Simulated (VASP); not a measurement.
# WSe2 in VASP: notebook, part 2 of 2

VASP 6.6.1. The steps go on from the part before.

### 3 Single point, PBE+D3(BJ) (layers slid over each other)

INCAR

```
SYSTEM = WSe2
  ALGO = Normal
  DIPOL = 0.5 0.5 0.389
  EDIFF = 1E-6
  ENCUT = 520
  GGA = PE
  IDIPOL = 3
  ISIF = 2
  ISMEAR = 0
  IVDW = 12
  LASPH = .TRUE.
  LCHARG = .FALSE.
  LDIPOL = .TRUE.
  LREAL = .FALSE.
  LWAVE = .FALSE.
  NBANDS = 35
  NELM = 100
  PREC = Accurate
  SIGMA = 0.05
```

KPOINTS

```
k-points
0
G
  9 9 1
  0 0 0
```

POSCAR

```
WSe2
1.0
    3.2854927591      0.0000000000      0.0000000000
   -1.6427463796      2.8453201933      0.0000000000
    0.0000000000      0.0000000000     24.2386469112
Se W
4 2
Direct
    0.3333333333      0.6666666667      0.1856539277
    0.3333333333      0.6666666667      0.3246601794
    0.6666666667      1.3333333333      0.4529676717
    0.6666666667      1.3333333333      0.5919739235
    0.6666666667      0.3333333333      0.2551570535
    0.3333333333      1.6666666667      0.5224707976
```

Potentials or basis: VASP PAW PBE potentials, release 64 (Se, W_sv).

On the command line:

```bash
cat potpaw_PBE.64/Se/POTCAR potpaw_PBE.64/W_sv/POTCAR > POTCAR
mpirun -np 1 vasp_std > vasp.out
```

OUTCAR:

```text
SYSTEM = WSe2
   EDIFF = 1E-6
   ENCUT = 520
   GGA = PE
   ISIF = 2
   ISMEAR = 0
   IVDW = 12
   LASPH = .TRUE.
   LREAL = .FALSE.
   NELM = 100
   PREC = Accurate
 IVDW          = 12

 ion  position               nearest neighbor table
   1  0.333  0.667  0.186-   5 2.54   5 2.54   5 2.54
   2  0.333  0.667  0.325-   5 2.54   5 2.54   5 2.54
   3  0.667  0.333  0.453-   6 2.54   6 2.54   6 2.54
   4  0.667  0.333  0.592-   6 2.54   6 2.54   6 2.54
   5  0.667  0.333  0.255-   1 2.54   1 2.54   1 2.54   2 2.54   2 2.54   2 2.54
   6  0.333  0.667  0.522-   3 2.54   4 2.54   3 2.54   4 2.54   3 2.54   4 2.54

  LATTYP: Found a hexagonal cell.
 ALAT       =     3.2854927591
 C/A-ratio  =     7.3774768926

  Lattice vectors:

 A1 = (   3.2854927591,   0.0000000000,   0.0000000000)
 A2 = (  -1.6427463796,   2.8453201933,   0.0000000000)
 A3 = (   0.0000000000,   0.0000000000,  24.2386469112)

Analysis of symmetry for initial positions (statically):
=====================================================================
 Subroutine PRICEL returns:
 Original cell was already a primitive cell.

[... 178 lines left out ...]
  band No.  band energies     occupation
      1     -73.1804      2.00000
      2     -73.1804      2.00000
      3     -37.4258      2.00000
      4     -37.4258      2.00000
      5     -37.2927      2.00000
      6     -37.2927      2.00000
[... 445 lines left out ...]
     34       5.7278      0.00000
     35       6.8647      0.00000

------------------------ aborting loop because EDIFF is reached ----------------------------------------

 vacuum level on the upper side and lower side of the slab       (xc-potential included)        -0.144        -0.144

 Edisp (eV)   -2.40250

 E8    (eV) :    -1.1044

  FORCE on cell =-STRESS in cart. coord.  units (eV):
  Direction    XX          YY          ZZ          XY          YZ          ZX
  --------------------------------------------------------------------------------------
  -------------------------------------------------------------------------------------
  Total      -0.02298    -0.02298    -0.00790     0.00000     0.00000    -0.00000
  in kB      -0.16247    -0.16247    -0.05586     0.00000     0.00000    -0.00000
  external pressure =       -0.13 kB  Pullay stress =        0.00 kB

 VOLUME and BASIS-vectors are now :
 -----------------------------------------------------------------------------
  energy-cutoff  :      520.00
  volume of cell :      226.59
      direct lattice vectors                 reciprocal lattice vectors
     3.285492759  0.000000000  0.000000000     0.304368347  0.175727147  0.000000000
    -1.642746380  2.845320193  0.000000000     0.000000000  0.351454294  0.000000000
     0.000000000  0.000000000 24.238646911     0.000000000  0.000000000  0.041256428

 POSITION                                       TOTAL-FORCE (eV/Angst)
 -----------------------------------------------------------------------------------
     -0.00000      1.89688      4.50000        -0.000000     -0.000000     -0.033172
     -0.00000      1.89688      7.86932        -0.000000      0.000000      0.055763
      1.64275      0.94844     10.97932         0.000000     -0.000000     -0.055763
      1.64275      0.94844     14.34865        -0.000000     -0.000000      0.033172
      1.64275      0.94844      6.18466         0.000000     -0.000000      0.017314
     -0.00000      1.89688     12.66399        -0.000000      0.000000     -0.017314
 -----------------------------------------------------------------------------------
    total drift:                                0.000000     -0.000000      0.000011

  FREE ENERGIE OF THE ION-ELECTRON SYSTEM (eV)
  ---------------------------------------------------
  free  energy   TOTEN  =       -45.5774156397 eV

  energy  without entropy=      -45.5774156397  energy(sigma->0) =      -45.57741564

 vacuum level on the upper side and lower side of the slab         5.806         5.806
```

Run time: 83 s. Hardware: 1 thread of AMD EPYC 9R45 (Zen 5), shared host; peak memory 0.32 GiB.

Results:

| Item | Value |
| --- | --- |
| Free energy | -45.5774 eV |
| Largest force | 0.056 eV/Å |
| Band gap on the k mesh | 1.42 eV (least direct gap 1.62 eV) |
| Dispersion energy per atom | -0.400 eV |

Forces in eV/Å, atoms in the order of the input:
```
Se   0.000  0.000 -0.033
Se   0.000  0.000  0.056
Se   0.000  0.000 -0.056
Se   0.000  0.000  0.033
W    0.000  0.000  0.017
W    0.000  0.000 -0.017
```

Caveat: the cell differs from its parent crystal (layers slid over each other); spin-orbit coupling is left out, which moves the levels of the heavy elements.

### 4 Single point, PBE+D3(BJ) (layers slid over each other)

INCAR

```
SYSTEM = WSe2
  ALGO = Normal
  DIPOL = 0.5 0.5 0.389
  EDIFF = 1E-7
  ENCUT = 520
  GGA = PE
  IDIPOL = 3
  ISIF = 2
  ISMEAR = 0
  IVDW = 12
  LASPH = .True.
  LCHARG = .False.
  LDIPOL = .True.
  LREAL = .False.
  LWAVE = .False.
  NBANDS = 35
  NELM = 100
  PREC = Accurate
  SIGMA = 0.05
```

KPOINTS

```
k-points
0
Gamma
  9 9 1
  0 0 0
```

POSCAR

```
WSe2
1.0
    3.2854927591      0.0000000000      0.0000000000
   -1.6427463796      2.8453201933      0.0000000000
    0.0000000000      0.0000000000     24.2386469112
Se W
4 2
Direct
    0.3333333333      0.6666666667      0.1856539277
    0.3333333333      0.6666666667      0.3246601794
    1.0000000000      1.0000000000      0.4529676717
    1.0000000000      1.0000000000      0.5919739235
    0.6666666667      0.3333333333      0.2551570535
    0.6666666667      1.3333333333      0.5224707976
```

On the command line:

```bash
cat potpaw_PBE.64/Se/POTCAR potpaw_PBE.64/W_sv/POTCAR > POTCAR
mpirun -np 1 vasp_std > vasp.out
```

Run time: 88 s. Hardware: 1 thread of AMD EPYC 9R45 (Zen 5), shared host; peak memory 0.32 GiB.

It converged, with:

```
Free energy                : -45.5458 eV
Largest force              : 0.052 eV/Å
Band gap on the k mesh     : 1.44 eV (least direct gap 1.66 eV)
Dispersion energy per atom : -0.400 eV
```

Forces in eV/Å, atoms in the order of the input:
```
Se   0.000  0.000 -0.044
Se   0.000  0.000 -0.019
Se   0.000  0.000  0.019
Se   0.000  0.000  0.044
W    0.000  0.000  0.052
W    0.000  0.000 -0.052
```

Levels at points of the mesh, in eV from the valence-band top:
| k point | band 23 | band 24 | band 25 | band 26 | band 27 | band 28 | band 29 | band 30 |
| --- | --- | --- | --- | --- | --- | --- | --- | --- |
| (0.00, 0.00, 0.00) | -1.28 | -1.28 | -0.71 | 0.00 | 2.79 | 2.79 | 2.91 | 2.91 |

Caveat: the cell differs from its parent crystal (layers slid over each other); spin-orbit coupling is left out, which moves the levels of the heavy elements.

### 5 Summary

```tsv
cell	gap on the mesh (eV)	largest force (eV/Å)
as given, atomic positions A	1.25	0.46
as given, atomic positions B	1.42	0.06
as given, atomic positions C	1.44	0.05
```

Alike in all rows: task single point; level PBE+D3(BJ); potentials or basis VASP PAW PBE potentials, release 64 (Se, W_sv); no spin polarisation; k mesh 9 × 9 × 1; cutoff (eV) 520; smearing gaussian 0.05 eV.

Caveats: spin-orbit coupling is left out, which moves the levels of the heavy elements.

Total energies depend on the potentials used, so only differences within one code and one set of settings carry meaning.
